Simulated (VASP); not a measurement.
# Si2W (AlB2 type) (P6/mmm) in VASP: notebook

The runs below take Si2W (AlB2 type) through relaxation of cell and atoms, with PBE.

Everything below comes from runs of VASP 6.6.1. Logs are shortened: lines on timing, memory, paths and dates and some standing lists are left out, and cuts for length are marked.

### Step 1. The cell of the first run

Symmetry: P6/mmm, No. 191, hexagonal system. Conventional cell: a = 3.505 Å, b = 3.505 Å, c = 3.855 Å, α = 90.00°, β = 90.00°, γ = 120.00°. W (site symmetry 6/mmm) has 12 Si at 2.79 Å and 6 W at 3.50 Å within 3.7 Å. Si (site symmetry -6m2) has 3 Si at 2.02 Å within 2.7 Å.

### Step 2. Relaxation of cell and atoms, PBE, target pressure 0.026 GPa, at which the enthalpy is minimised

Input file INCAR:

```
PREC = Accurate ; ENCUT = 600
EDIFF = 1E-6 ; ISMEAR = -1
SIGMA = 0.05 ; LREAL = F
LASPH = T ; NELM = 100
ALGO = Normal ; ISIF = 3
LWAVE = F ; LCHARG = F
GGA = PE ; IBRION = 2
NSW = 60 ; EDIFFG = -0.005
PSTRESS = 0.26
```

Input file KPOINTS:

```
regular mesh
0
Gamma
  9 9 7
```

Input file POSCAR:

```
Si2W
1.0
    3.5048107895      0.0000000000      0.0000000000
   -1.7524053947      3.0352551791      0.0000000000
    0.0000000000      0.0000000000      3.8552918684
W Si
1 2
Direct
    0.0000000000      0.0000000000      0.0000000000
    0.3333333333      0.6666666667      0.5000000000
    0.6666666667      0.3333333333      0.5000000000
```

Potentials or basis: VASP PAW PBE potentials, release 64 (W_sv, Si).

Command:

```
> cat potpaw_PBE.64/W_sv/POTCAR potpaw_PBE.64/Si/POTCAR > POTCAR
> mpirun -np 1 vasp_std > vasp.out
```

OUTCAR:

```text
PREC = Accurate
   ENCUT = 600
   EDIFF = 1E-6
   ISMEAR = -1
   LREAL = F
   LASPH = T
   NELM = 100
   ISIF = 3
   GGA = PE
   IBRION = 2
   NSW = 60
   EDIFFG = -0.005
   PSTRESS = 0.26

 ion  position               nearest neighbor table
   1  0.000  0.000  0.000-   2 2.79   3 2.79   2 2.79   3 2.79   2 2.79   2 2.79   3 2.79   3 2.79
                             3 2.79   3 2.79   2 2.79   2 2.79
   2  0.333  0.667  0.500-   3 2.02   3 2.02   3 2.02   1 2.79   1 2.79   1 2.79   1 2.79   1 2.79
                             1 2.79
   3  0.667  0.333  0.500-   2 2.02   2 2.02   2 2.02   1 2.79   1 2.79   1 2.79   1 2.79   1 2.79
                             1 2.79

  LATTYP: Found a hexagonal cell.
 ALAT       =     3.5048107895
 C/A-ratio  =     1.1000000000

  Lattice vectors:

 A1 = (   3.5048107895,   0.0000000000,   0.0000000000)
 A2 = (  -1.7524053947,   3.0352551791,   0.0000000000)
 A3 = (   0.0000000000,   0.0000000000,   3.8552918684)

Analysis of symmetry for initial positions (statically):
=====================================================================
 Subroutine PRICEL returns:
 Original cell was already a primitive cell.

 Routine SETGRP: Setting up the symmetry group for a
 hexagonal supercell.

 Subroutine GETGRP returns: Found 24 space group operations
 (whereof 24 operations were pure point group operations)
 out of a pool of 24 trial point group operations.

The static configuration has the point symmetry D_6h.

Analysis of symmetry for dynamics (positions and initial velocities):
=====================================================================
 Subroutine PRICEL returns:
 Original cell was already a primitive cell.

 Routine SETGRP: Setting up the symmetry group for a
 hexagonal supercell.

 Subroutine GETGRP returns: Found 24 space group operations
 (whereof 24 operations were pure point group operations)
 out of a pool of 24 trial point group operations.

The dynamic configuration has the point symmetry D_6h.

 Subroutine INISYM returns: Found 24 space group operations
 (whereof 24 operations are pure point group operations),
 and found     1 'primitive' translations

----------------------------------------------------------------------------------------

                                     Primitive cell

  volume of cell :      41.0126

  direct lattice vectors                    reciprocal lattice vectors
     3.504810790  0.000000000  0.000000000     0.285322107  0.164730795  0.000000000
    -1.752405395  3.035255179  0.000000000     0.000000000  0.329461591  0.000000000
     0.000000000  0.000000000  3.855291868     0.000000000  0.000000000  0.259383734

  length of vectors
     3.504810790  3.504810789  3.855291868     0.329461591  0.329461591  0.259383734

  position of ions in fractional coordinates (direct lattice)
     0.000000000  0.000000000  0.000000000
     0.333333333  0.666666667  0.500000000
     0.666666667  0.333333333  0.500000000

  ion indices of the primitive-cell ions
   primitive index   ion index
                 1           1
                 2           2
                 3           3

----------------------------------------------------------------------------------------

 KPOINTS: regular mesh

Automatic generation of k-mesh.
 Grid dimensions read from file:
 generate k-points for:    9    9    7

 Generating k-lattice:

  Cartesian coordinates                     Fractional coordinates (reciprocal lattice)
     0.031702456  0.018303422  0.000000000     0.111111111  0.000000000  0.000000000
     0.000000000  0.036606843  0.000000000     0.000000000  0.111111111  0.000000000
     0.000000000  0.000000000  0.037054819     0.000000000  0.000000000  0.142857143

  Length of vectors
     0.036606843  0.036606843  0.037054819

  Shift w.r.t. Gamma in fractional coordinates (k-lattice)
     0.000000000  0.000000000  0.000000000

 Subroutine IBZKPT returns following result:
 ===========================================

 Found     48 irreducible k-points:

 Following reciprocal coordinates:
            Coordinates               Weight
  0.000000  0.000000  0.000000      1.000000
  0.111111  0.000000  0.000000      6.000000
  0.222222  0.000000  0.000000      6.000000
  0.333333  0.000000  0.000000      6.000000
  0.444444  0.000000  0.000000      6.000000
  0.111111  0.111111  0.000000      6.000000
[... 16 lines left out ...]
  0.333333  0.222222  0.142857     24.000000
  0.333333  0.333333  0.142857      4.000000
 [... further k-points ...]
   k-points           NKPTS =     48   k-points in BZ     NKDIM =     48   number of bands    NBANDS=     15
   number of dos      NEDOS =    301   number of ions     NIONS =      3
   total plane-waves  NPLWV =  25088
   dimension x,y,z NGX =    28 NGY =   28 NGZ =   32
   dimension x,y,z NGXF=    56 NGYF=   56 NGZF=   64
   ions per type =               1   2
   NGX,Y,Z   is equivalent  to a cutoff of  13.28, 13.28, 13.80 a.u.
   NGXF,Y,Z  is equivalent  to a cutoff of  26.56, 26.56, 27.60 a.u.
 SYSTEM =  unknown system
   PREC   = accura    normal or accurate (medium, high low for compatibility)
   ISTART =      0    job   : 0-new  1-cont  2-samecut
   ICHARG =      2    charge: 1-file 2-atom 10-const
   ISPIN  =      1    spin polarized calculation?
   LNONCOLLINEAR =      F non collinear calculations
   LSORBIT =      F    spin-orbit coupling
   LASPH  =      T    aspherical Exc in radial PAW
   ENCUT  =  600.0 eV  44.10 Ry    6.64 a.u.   7.00  7.00  7.70*2*pi/ulx,y,z
   NELM   =    100;   NELMIN=  2; NELMDL= -5     # of ELM steps
   EDIFF  = 0.1E-05   stopping-criterion for ELM
   LREAL  =      F    real-space projection
   EDIFFG = -.5E-02   stopping-criterion for IOM
   NSW    =     60    number of steps for IOM
   IBRION =      2    ionic relax: 0-MD 1-quasi-New 2-CG
   NFREE  =      1    steps in history (QN), initial steepest desc. (CG)
   ISIF   =      3    stress and relaxation
   ISYM   =      2    0-nonsym 1-usesym 2-fastsym
   POTIM  = 0.5000    time-step for ionic-motion
   TEBEG  =    0.0;   TEEND  =   0.0 temperature during run
   PSTRESS=    0.3 pullay stress
   NELECT =      22.0000    total number of electrons
   NUPDOWN=      -1.0000    fix difference up-down
   EMIN   =  10.00;   EMAX   =-10.00  energy-range for DOS
   EFERMI =   0.00;   METHOD = LEGACY
   ISMEAR =    -1;   SIGMA  =   0.05  broadening in eV -4-tet -1-fermi 0-gaus
   EFERMI_NEDOS =   21; number of points for ismear=-14 and -15
   IALGO  =     38    algorithm
   IMIX   =      4    mixing-type and parameters
     AMIX     =   0.40;   BMIX     =  1.00
     AMIX_MAG =   1.60;   BMIX_MAG =  1.00
  volume/ion in A,a.u.               =      13.67        92.26
  Fermi-wavevector in a.u.,A,eV,Ry     =   1.330179  2.513674 24.073819  1.769376
  Thomas-Fermi vector in A             =   2.459285
   LORBIT       =      0    0 simple, 1 ext, 2 COOP (PROOUT), +10 PAW based schemes
   GGA     = PE    functional components
   LHFCALC =     F    Hartree Fock is set to
   AEXX    =    0.0000 exact exchange contribution
   IVDW    =     0    specifies the selected vdW correction
   LEPSILON=     F    determine dielectric tensor
   LRPA    =     F    only Hartree local field effects (RPA)
 conjugate gradient relaxation of ions
 non-spin polarized calculation
  energy-cutoff  :      600.00
  volume of cell :       41.01
 maximum number of plane-waves:      1383
 NGX is ok and might be reduce to    28
   NGX = 13   NGY = 13   NGZ = 15

--------------------------------------- Ionic step        1  -------------------------------------------

 number of electron      21.9999998 magnetization

 Free energy of the ion-electron system (eV)
  ---------------------------------------------------
  ext. energy  EPLUGINS =         0.00000000
  ---------------------------------------------------
  free energy    TOTEN  =       -19.24202326 eV

  energy without entropy =      -19.21949078  energy(sigma->0) =      -19.23075702

------------------------ aborting loop because EDIFF is reached ----------------------------------------

  FORCE on cell =-STRESS in cart. coord.  units (eV):
  Direction    XX          YY          ZZ          XY          YZ          ZX
  --------------------------------------------------------------------------------------
  -------------------------------------------------------------------------------------
  Total       13.0175029     13.0175029     -1.7312899      0.0000000      0.0000000      0.0000000
  in kB      508.5354323    508.5354323    -67.6337267      0.0000000      0.0000000      0.0000000
  external PRESSURE =     316.2190459 kB  Pullay stress =       0.2600000 kB
[... 65 lines left out ...]
--------------------------------------- Ionic step        3  -------------------------------------------

 number of electron      21.9999997 magnetization

 E-fermi :   9.4337     XC(G=0): -11.4949

 val. band max:        9.4270794855   @ k =   0.3333   0.1111   0.4286
 cond. band min:       9.4393738321   @ k =   0.3333   0.0000   0.0000
 fundamental gap:      0.0122943465
 Fermi energy:         9.4336622444

 k-point     1 :       0.0000    0.0000    0.0000
  band No.  band energies     occupation
      1     -65.3588      2.00000
      2     -29.5311      2.00000
      3     -29.4681      2.00000
      4     -29.4681      2.00000
      5      -3.9044      2.00000
      6       5.3039      2.00000
      7       5.3039      2.00000
      8       6.2573      2.00000
      9       6.6626      2.00000
     10       8.9857      1.99974
     11       9.1612      1.99144
     12      10.0906      0.00000
     13      10.0906      0.00000
     14      10.9486      0.00000
[... 401 lines left out ...]
      2     -29.5322      2.00000
      3     -29.4893      2.00000
      4     -29.4893      2.00000
      5      -0.1638      2.00000
      6      -0.1638      2.00000
      7       2.0528      2.00000
      8       6.2355      2.00000
      9       6.2355      2.00000
     10       8.8749      1.99997
     11       9.1637      1.99100
     12       9.1637      1.99100
     13      11.5915      0.00000
     14      12.4691      0.00000
     15      12.4691      0.00000

 [... further k-points ...]
[... 5 lines left out ...]
  --------------------------------------------------------------------------------------
  -------------------------------------------------------------------------------------
  Total       -0.8680391     -0.8680391     -8.3425885     -0.0000000      0.0000000     -0.0000000
  in kB      -27.9974183    -27.9974183   -269.0788127     -0.0000000      0.0000000     -0.0000000
  external PRESSURE =    -108.6178831 kB  Pullay stress =       0.2600000 kB
[... 22 lines left out ...]
  energy  without entropy=      -20.3989666767  energy(sigma->0) =      -20.41210436

  enthalpy is  TOTEN    =       -20.4171809387 eV   P V=        0.0080611067

[... ionic steps 4 to 17 ...]

--------------------------------------- Ionic step       18  -------------------------------------------

 number of electron      21.9999993 magnetization

------------------------ aborting loop because EDIFF is reached ----------------------------------------
[... 73 lines left out ...]
--------------------------------------- Ionic step       20  -------------------------------------------

 number of electron      21.9999993 magnetization

 Free energy of the ion-electron system (eV)
  ---------------------------------------------------
  ext. energy  EPLUGINS =         0.00000000
  ---------------------------------------------------
  free energy    TOTEN  =       -22.74781275 eV

  energy without entropy =      -22.73628435  energy(sigma->0) =      -22.74204855

 E-fermi :  11.6643     XC(G=0): -12.3296

 val. band max:       11.6156779389   @ k =   0.3333   0.3333   0.2857
 cond. band min:      11.6644696049   @ k =   0.3333   0.2222   0.1429
 fundamental gap:      0.0487916660
 Fermi energy:        11.6643230508

 k-point     1 :       0.0000    0.0000    0.0000
  band No.  band energies     occupation
      1     -62.7206      2.00000
      2     -26.9736      2.00000
      3     -26.9736      2.00000
      4     -26.3314      2.00000
      5      -2.4627      2.00000
      6       5.2119      2.00000
      7       5.2119      2.00000
      8       6.4821      2.00000
      9       6.8776      2.00000
     10      10.3218      2.00000
     11      10.3218      2.00000
     12      13.9307      0.00000
     13      13.9307      0.00000
     14      15.3636      0.00000
[... 401 lines left out ...]
      2     -26.9528      2.00000
      3     -26.9528      2.00000
      4     -26.6003      2.00000
      5       0.9042      2.00000
      6       0.9042      2.00000
      7       3.5734      2.00000
      8       8.6555      2.00000
      9       9.0849      2.00000
     10       9.0849      2.00000
     11      12.1956      0.00005
     12      12.1956      0.00005
     13      13.9805      0.00000
     14      16.0426      0.00000
     15      16.0426      0.00000

 [... further k-points ...]
[... 5 lines left out ...]
  --------------------------------------------------------------------------------------
  -------------------------------------------------------------------------------------
  Total        0.0101228      0.0101228      0.0034059      0.0000000      0.0000000      0.0000000
  in kB        0.3838953      0.3838953      0.1291659      0.0000000      0.0000000      0.0000000
  external PRESSURE =       0.0389855 kB  Pullay stress =       0.2600000 kB
[... 22 lines left out ...]
  energy  without entropy=      -22.7362843496  energy(sigma->0) =      -22.74204855

  enthalpy is  TOTEN    =       -22.7409568928 eV   P V=        0.0068558590

 reached required accuracy - stopping structural energy minimisation
```

Wall time 5.3 min (1 thread of Intel Xeon Platinum 8375C at 2.90GHz (Ice Lake), shared host); peak memory 0.2 GiB.

Results:

```yaml
Free_energy: -22.7478 eV
Relaxed_volume: 14.08 Å³/atom
Relaxed_cell: a = 4.320 Å, b = 4.320 Å, c = 2.614 Å, α = 90.00°, β = 90.00°, γ = 120.00°
Space_group_after_relaxing_to_0.05_Å: P6/mmm (No. 191)
Energy_change_on_relaxing_the_enthalpy_is_what_falls: -1168.6 meV/atom
Ionic_steps: 20
Pressure_after_relaxing: 0.0 GPa
Band_gap_on_the_k_mesh: zero (band 11 reaches 13.43 eV, above the bottom of band 12 at 11.10 eV)
```

Step by step:
| step | energy change (eV) | largest force (eV/Å) | pressure (GPa) | volume (Å³) |
| --- | --- | --- | --- | --- |
| 1 | 0.0000 | 0.0000 | 31.65 | 41.01 |
| 2 | -0.5896 | 0.0000 | -23.53 | 58.29 |
| 3 | -1.1832 | 0.0000 | -10.84 | 49.67 |
| 4 | -2.2558 | 0.0000 | -9.05 | 46.11 |
| 5 | 9.6636 | 0.0000 | 224.49 | 30.88 |
| 6 | -2.4631 | 0.0000 | -7.27 | 45.31 |
| 7 | -3.3204 | 0.0000 | 18.93 | 38.87 |
| 8 | -3.2850 | 0.0000 | 3.90 | 41.11 |
| 9 | -3.3920 | 0.0000 | 10.95 | 39.86 |
| 10 | -3.3893 | 0.0000 | 12.72 | 39.62 |
| 11 | -2.7639 | 0.0000 | 6.52 | 43.74 |
| 12 | -3.4569 | 0.0000 | 8.81 | 40.59 |
| 13 | -3.4039 | 0.0000 | -9.88 | 44.66 |
| 14 | -3.5052 | 0.0000 | 0.12 | 42.18 |
| 15 | -3.5053 | 0.0000 | 0.30 | 42.15 |
| 16 | -3.5052 | 0.0000 | 0.46 | 42.12 |
| 17 | -3.5058 | 0.0000 | 0.10 | 42.23 |
| 18 | -3.5058 | 0.0000 | 0.14 | 42.23 |
| 19 | -3.5058 | 0.0000 | -0.12 | 42.27 |
| 20 | -3.5058 | 0.0000 | 0.03 | 42.25 |

Final structure:
```
W Si
1.0
     4.32002    0.00000    0.00000
    -2.16001    3.74124    0.00000
     0.00000    0.00000    2.61395
W Si
1 2
Direct
  0.00000 0.00000 0.00000
  0.33333 0.66667 0.50000
  0.66667 0.33333 0.50000
```

Levels at points of the mesh, in eV from the Fermi level:
```
           k point  band 8  band 9  band 10  band 11  band 12  band 13  band 14  band 15
(0.00, 0.00, 0.00)   -5.18   -4.79    -1.34    -1.34     2.27     2.27     3.70     3.70
```

Caveat: the cell is relaxed towards a set pressure, so the enthalpy falls and the energy may rise; spin-orbit coupling is left out, which moves the levels of the heavy elements.

[end of part 1 of 2]
